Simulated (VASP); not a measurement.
Set up this calculation in VASP 6.6.1, as the native input.

| Property | Result |
| --- | --- |
| Task | single point |
| Functional | PBE |
| Dispersion | D3(BJ) |
| Potentials or basis | VASP PAW PBE potentials, release 64 (Pb_d, O) |
| Cutoff | 520 eV |
| k mesh | 8 × 8 × 6 |
| Occupations | gaussian, width 0.05 eV |
| Spin | no spin polarisation |
| Dipole correction | no |
| Further INCAR settings | ALGO = Normal; EDIFF = 1e-07; NBANDS = 28 |

The structure of PbO lies in POSCAR:

```
PbO
1.0
    4.1731200000      0.0000000000      0.0000000000
    0.0000000000      4.1731200000      0.0000000000
    0.0000000000      0.0000000000      4.7709000000
Pb O
2 2
Direct
    0.0000000000      0.5000000000      0.2351000000
    0.5000000000      0.0000000000      0.7649000000
    0.0000000000      0.0000000000      0.0000000000
    0.5000000000      0.5000000000      0.0000000000
```

This cell differs from its parent crystal: strain +0.050 along x and y, -0.050 along z.

One way to write it, as run:

INCAR

```
ALGO = Normal ; EDIFF = 1E-7
ENCUT = 520 ; GGA = PE
ISIF = 2 ; ISMEAR = 0
IVDW = 12 ; LASPH = True
LCHARG = False ; LREAL = False
LWAVE = False ; NBANDS = 28
NELM = 80 ; PREC = Accurate
SIGMA = 0.05
```

KPOINTS

```
k-points
0
Gamma
  8 8 6
```

Potentials or basis: VASP PAW PBE potentials, release 64 (Pb_d, O).

Launch:

```sh
$ cat potpaw_PBE.64/Pb_d/POTCAR potpaw_PBE.64/O/POTCAR > POTCAR
$ mpirun -np 1 vasp_std > vasp.out
```

It gave:

```json
{"Pressure": "-1.8 GPa", "Largest force": "0.150 eV/Å", "Band gap on the k mesh": "1.52 eV (least direct gap 1.83 eV)", "Dispersion energy per atom": "-0.228 eV"}
```

Caveat: the cell differs from its parent crystal (strain +0.050 along x and y, -0.050 along z); spin-orbit coupling is left out, which moves the levels of the heavy elements.

It took 54 s on 1 thread of AMD EPYC 9R45 96-Core Processor (Zen 5) (shared host), peak memory 0.23 GiB.
